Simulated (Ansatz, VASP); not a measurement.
# One calculation of Ge2Sb2Te5, two programs

File INCAR:

```
PREC = Accurate
ENCUT = 520
EDIFF = 1E-6
ISMEAR = 0
SIGMA = 0.15
LREAL = False
LASPH = True
NELM = 80
ALGO = Fast
ISIF = 2
LWAVE = False
LCHARG = True
GGA = PE
LELF = True
LVHAR = True
NBANDS = 44
```

KPOINTS

```
regular mesh
0
Gamma
  11 11 3
```

Contents of POSCAR:

```
Ge2Sb2Te5
1.0
   -4.2638280272      0.0000000000      0.0000000000
   -2.1319140136     -3.6925833890      0.0000000000
   -2.1317008222     -1.2307380435     18.0657398959
Ge Sb Te
2 2 5
Direct
   -0.1642109686     -0.1642109686      0.4926821739
    0.7238550086      0.7238550086      0.8285178261
    0.2423888498      0.2423888498      0.2728607367
    0.6505551902      0.6505551902      0.0483392633
    0.9464720200      0.9464720200      0.1606000000
    0.0161416519      0.0161416519      0.9516702113
    0.5435023881      0.5435023881      0.3695297887
    0.1430176957      0.1430176957      0.5710040133
    0.4166263443      0.4166263443      0.7501959867
```

Input for Ansatz:

```yaml
crystal:
  lattice:
    - [-4.2638280272, 0.0, 0.0]
    - [-2.1319140136, -3.692583389, 0.0]
    - [-2.1317008222, -1.2307380435, 18.0657398959]
  atoms:
    - { symbol: Ge, position: [-0.1642109686, -0.1642109686, 0.4926821739] }
    - { symbol: Ge, position: [0.7238550086, 0.7238550086, 0.8285178261] }
    - { symbol: Sb, position: [0.2423888498, 0.2423888498, 0.2728607367] }
    - { symbol: Sb, position: [0.6505551902, 0.6505551902, 0.0483392633] }
    - { symbol: Te, position: [0.94647202, 0.94647202, 0.1606] }
    - { symbol: Te, position: [0.0161416519, 0.0161416519, 0.9516702113] }
    - { symbol: Te, position: [0.5435023881, 0.5435023881, 0.3695297887] }
    - { symbol: Te, position: [0.1430176957, 0.1430176957, 0.5710040133] }
    - { symbol: Te, position: [0.4166263443, 0.4166263443, 0.7501959867] }
basis:
  ecutwfc: 420
kpoints:
  mp_grid: { grid: [11, 11, 3] }
hamiltonian:
  xc: pbe
scf:
  occupations: { method: gaussian, width: 0.15 }
output:
  forces: true
  stress: true
  eigenvalues: true
```

Alike in both runs: task single point; functional PBE; k mesh 11 × 11 × 3; occupations gaussian, width 0.15 eV; no spin polarisation.

|  | VASP | Ansatz |
| --- | --- | --- |
| version | VASP 6.6.1 | Ansatz 0.2.0 |
| potentials or method | VASP PAW PBE potentials, release 64 (Ge_d, Sb, Te), cutoff 520 eV | scalar-relativistic, plane waves, PAW |
| valence electrons in the cell | 68 | 138 |

|  | VASP | Ansatz | Ansatz less VASP |
| --- | --- | --- | --- |
| gap on the k mesh at the Fermi level (eV) | none | none | - |
| pressure (GPa) | 0.4 | 0.4 | 0.00 |
| traceless stress, the component that is largest in VASP (GPa) | 1.13 | 1.14 | +0.005 |
| rms of the force components (eV/Å) | 0.114 | 0.112 | -0.0024 |

Atom by atom the forces differ by 0.009 eV/Å (rms over components). A gap of «none» marks a metal or a gap that the smearing closes. VASP's potentials hold 68 valence electrons a cell and Ansatz's 138, so a difference there can come from the potentials and not from the codes.

Neither program's run includes spin-orbit coupling.
